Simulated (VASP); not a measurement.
Runs of VASP 6.6.1 on InAs. The structure is that of space group F-43m (No. 216), or close to it. The cells are those of the table. 

```csv
level,spin,cell,k mesh,grid for exact exchange (PRECFOCK),share of exact exchange,screening parameter,pressure (GPa),moment (μB)
r2SCAN,"non-collinear, zero start, SOC","a = 4.449 Å, angles 60.0°, 2 atoms",8 × 8 × 8,-,-,-,(a),0.00
HSE06,off,"a = 4.320 Å, angles 60.0°, 2 atoms",6 × 6 × 6,Normal,0.25,0.2079 1/Å,-0.2,-
r2SCAN,"non-collinear, zero start, SOC","a = 4.493 Å, angles 60.0°, 2 atoms",8 × 8 × 8,-,-,-,-5.2,0.00
r2SCAN,"non-collinear, zero start, SOC","a = 4.406 Å, angles 60.0°, 2 atoms",8 × 8 × 8,-,-,-,-3.0,0.00
```

Alike in all rows: task single point; potentials or basis VASP PAW PBE potentials, release 64 (In_d, As); cutoff (eV) 520; smearing fermi-dirac 0.02 eV.

Estimate the missing entries.

(a) -4.2.

Caveats: the PAW data sets were made with another functional, which shifts forces and pressure a little; the cell stands under tension (at least some runs).
